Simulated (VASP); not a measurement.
Set up this calculation in VASP 6.6.1, as the native input.

```yaml
Task: relaxation of cell and atoms
Functional: PBE
Dispersion: D3(BJ)
Potentials_or_basis: VASP PAW PBE potentials, release 64 (P, F)
Cutoff: 600 eV
k_mesh: 6 × 6 × 6
Occupations: gaussian, width 0.1 eV
Spin: no spin polarisation
Dipole_correction: no
Further_INCAR_settings: ALGO = Normal; EDIFF = 1e-06; IBRION = 2; EDIFFG = -0.04; NSW = 90; ISIF = 3
```

The structure of PF2 lies in POSCAR:

```
PF2
1.0
    3.9253549200      0.0000000000      0.0000000000
   -1.9626774600      3.3994570800      0.0000000000
    0.0000000000      0.0000000000      2.8309504600
P F
1 2
Direct
    0.0000000000      0.0000000000      0.0000000000
    0.3333333300      0.6666666700      0.5000000000
    0.6666666700      0.3333333300      0.5000000000
```

The cell was built from a structure type or drawn by symmetry, and may not be a known phase.

The input as run:

INCAR

```
PREC     = Accurate       # precision mode
ENCUT    = 600            # plane-wave cutoff, eV
EDIFF    = 1E-6           # SCF threshold, eV
ISMEAR   = 0              # smearing method
SIGMA    = 0.1            # smearing width, eV
LREAL    = False          # projectors in reciprocal space
LASPH    = True           # aspherical terms in the spheres
NELM     = 100            # most SCF steps
ALGO     = Normal         # electronic algorithm
ISIF     = 3              # what is computed and relaxed
LWAVE    = False          # write WAVECAR
LCHARG   = False          # write CHGCAR
GGA      = PE             # functional
IVDW     = 12             # dispersion correction
IBRION   = 2              # ionic algorithm
NSW      = 90             # ionic steps
EDIFFG   = -0.04          # ionic threshold
```

KPOINTS

```
regular mesh
0
Gamma
  6 6 6
```

Potentials or basis: VASP PAW PBE potentials, release 64 (P, F).

The run is started by

```bash
$ cat potpaw_PBE.64/P/POTCAR potpaw_PBE.64/F/POTCAR > POTCAR
$ mpirun -np 1 vasp_std > vasp.out
```

Results of the run:

```
Relaxed volume                        : 10.47 Å³/atom
Relaxed cell                          : a = 3.868 Å, b = 3.868 Å, c = 2.424 Å, α = 90.00°, β = 90.00°, γ = 120.00°
Space group after relaxing (to 0.1 Å) : P6/mmm (No. 191)
Energy gained by relaxing             : 254.1 meV/atom
Ionic steps                           : 8
Pressure after relaxing               : 0.0 GPa
Band gap on the k mesh                : zero (an odd number of electrons rules out a gap without spin polarisation)
Dispersion energy per atom            : -0.164 eV
```

Caveat: the k points lie up to 0.43 Å⁻¹ apart in the final cell, too coarse for converged energies and pressures of a metal; the volume moved by over 15 % at a fixed basis, so the end points are rough; an odd number of electrons without spin polarisation forces a metal; a magnetic or distorted state may lie lower.

Run time: 35 s on 1 thread of Intel(R) Xeon(R) Platinum 8488C (Sapphire Rapids), on a shared host, peak memory 0.18 GiB.
